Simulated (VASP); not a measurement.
Here is a VASP 6.6.1 calculation.

INCAR

```
PREC = Accurate
ENCUT = 520
EDIFF = 1E-7
ISMEAR = 0
SIGMA = 0.05
LREAL = F
LASPH = T
NELM = 80
ALGO = Normal
ISIF = 2
LWAVE = F
LCHARG = F
LDIPOL = T
IDIPOL = 3
DIPOL = 0.5 0.5 0.407
GGA = PE
IVDW = 12
NBANDS = 35
```

KPOINTS

```
regular mesh
0
Gamma
  9 9 1
```

The input POSCAR:

```
WSe2
1.0
    3.2854929709      0.0000000000      0.0000000000
   -1.6427464855      2.8453203767      0.0000000000
    0.0000000000      0.0000000000     24.2386466774
Se W
4 2
Direct
    0.3333333333      0.6666666667      0.1856539294
    0.3333333333      0.6666666667      0.3246601777
    1.2222222222     -0.2222222222      0.4900984571
    1.2222222222     -0.2222222222      0.6291047054
    0.6666666667      0.3333333333      0.2551570536
    1.5555555556     -0.5555555556      0.5596015813
```

Potentials or basis: VASP PAW PBE potentials, release 64 (Se, W_sv).

Run with:

```sh
$ cat potpaw_PBE.64/Se/POTCAR potpaw_PBE.64/W_sv/POTCAR > POTCAR
$ mpirun -np 1 vasp_std > vasp.out
```

**Question.** What does it give for the largest force?

**Answer.** 0.114 eV/Å.

**Question.** Estimate the band gap on the k mesh.

**Answer.** 1.59 eV (least direct gap 1.66 eV).

**Question.** Estimate the dispersion energy per atom.

**Answer.** -0.373 eV.

Forces on the atoms (eV/Å):
```
Se   0.000  0.000 -0.041
Se   0.007 -0.004  0.114
Se  -0.008  0.004 -0.114
Se   0.000  0.000  0.041
W    0.002 -0.001  0.027
W   -0.002  0.001 -0.027
```

Caveat: the cell differs from its parent crystal (layers slid over each other); spin-orbit coupling is left out, which moves the levels of the heavy elements.
